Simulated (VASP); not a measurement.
Write the native input for VASP 6.6.1 that does the following.

| Item | Value |
| --- | --- |
| Task | single point |
| Functional | PBE |
| Potentials or basis | VASP PAW PBE potentials, release 64 (B, N) |
| Cutoff | 520 eV |
| k mesh | 12 × 12 × 6 |
| Occupations | gaussian, width 0.05 eV |
| Spin | no spin polarisation |
| Dipole correction | no |
| Further INCAR settings | ALGO = Normal; EDIFF = 1e-06; NBANDS = 16 |

The structure of BN lies in POSCAR:

```
BN
1.0
    2.6312174989      0.0000000000      0.0000000000
   -1.3156087494      2.2787011969      0.0000000000
    0.0000000000      0.0000000000      4.2245145352
B N
2 2
Direct
    0.6666666667      0.3333333333      0.9998058547
    0.3333333333      0.6666666667      0.4998058547
    0.6666666667      0.3333333333      0.6251941453
    0.3333333333      0.6666666667      0.1251941453
```

This cell differs from its parent crystal: strain +0.030 along x and y, +0.000 along z.

One way to write it, as run:

INCAR

```
SYSTEM = BN
  PREC = Accurate
  ENCUT = 520
  EDIFF = 1E-6
  ISMEAR = 0
  SIGMA = 0.05
  LREAL = .FALSE.
  LASPH = .TRUE.
  NELM = 80
  ALGO = Normal
  ISIF = 2
  LWAVE = .FALSE.
  LCHARG = .FALSE.
  GGA = PE
  NBANDS = 16
```

KPOINTS

```
regular mesh
0
G
  12 12 6
  0 0 0
```

Potentials or basis: VASP PAW PBE potentials, release 64 (B, N).

The run is started by

```console
$ cat potpaw_PBE.64/B/POTCAR potpaw_PBE.64/N/POTCAR > POTCAR
$ mpirun -np 1 vasp_std > vasp.out
```

Results of the run:

The pressure is -19.2 GPa. The largest force is 0.013 eV/Å and the band gap on the k mesh is 5.38 eV, indirect (least direct gap 7.72 eV).

Caveat: the cell differs from its parent crystal (strain +0.030 along x and y, +0.000 along z).

Run time: 19 s on 1 thread of Intel Xeon 6975P-C, with other jobs on the host, peak memory 0.14 GiB.
